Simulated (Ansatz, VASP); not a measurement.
## One calculation of Ca, two programs

The input INCAR:

```
SYSTEM = Ca
ALGO = Normal ; EDIFF = 1E-6
ENCUT = 520 ; GGA = PS
ISIF = 2 ; ISMEAR = -1
LASPH = .True. ; LCHARG = .False.
LREAL = .False. ; LWAVE = .False.
NBANDS = 11 ; NELM = 100
PREC = Accurate ; SIGMA = 0.1
```

KPOINTS

```
k-points
0
Gamma
  12 12 12
  0 0 0
```

The input POSCAR:

```
Ca
1.0
   -2.2195263404      2.2195263404      2.2195263404
    2.2195263404     -2.2195263404      2.2195263404
    2.2195263404      2.2195263404     -2.2195263404
Ca
1
Direct
    0.0000000000      0.0000000000      0.0000000000
```

Input for Ansatz:

```yaml
crystal:
  lattice:
    - [-2.2195263404, 2.2195263404, 2.2195263404]
    - [2.2195263404, -2.2195263404, 2.2195263404]
    - [2.2195263404, 2.2195263404, -2.2195263404]
  atoms:
    - { symbol: Ca, position: [0.0, 0.0, 0.0] }
hamiltonian:
  xc: pbesol
  pseudopotentials:
    kind: paw
    azcp:
      Ca: "pseudopotentials/Ca.paw.azcp"
basis:
  ecutwfc: 420
  fft_grid_basis: typed
kpoints:
  mp_grid: { grid: [12, 12, 12], shift: [0, 0, 0] }
magnetization:
  spin_polarized: false
scf:
  occupations: { method: fermi_dirac, width: 0.1 }
  lower_state_search: "off"
output:
  stress: true
```

Alike in both runs: task single point; functional PBEsol; k mesh 12 × 12 × 12; occupations fermi-dirac, width 0.1 eV; no spin polarisation.

```csv
,VASP,Ansatz
version,VASP 6.6.1,Ansatz 0.2.0
potentials or method,"VASP PAW PBE potentials, release 64 (Ca_sv), cutoff 520 eV","plane waves (420 eV) with PAW, scalar-relativistic"
valence electrons in the cell,10,10
```

```csv
,VASP,Ansatz,Ansatz less VASP
pressure (GPa),-1.2,-1.2,-0.01
```

VASP's potentials were made for PBE, not for PBEsol, and Ansatz warns of the same on its side.
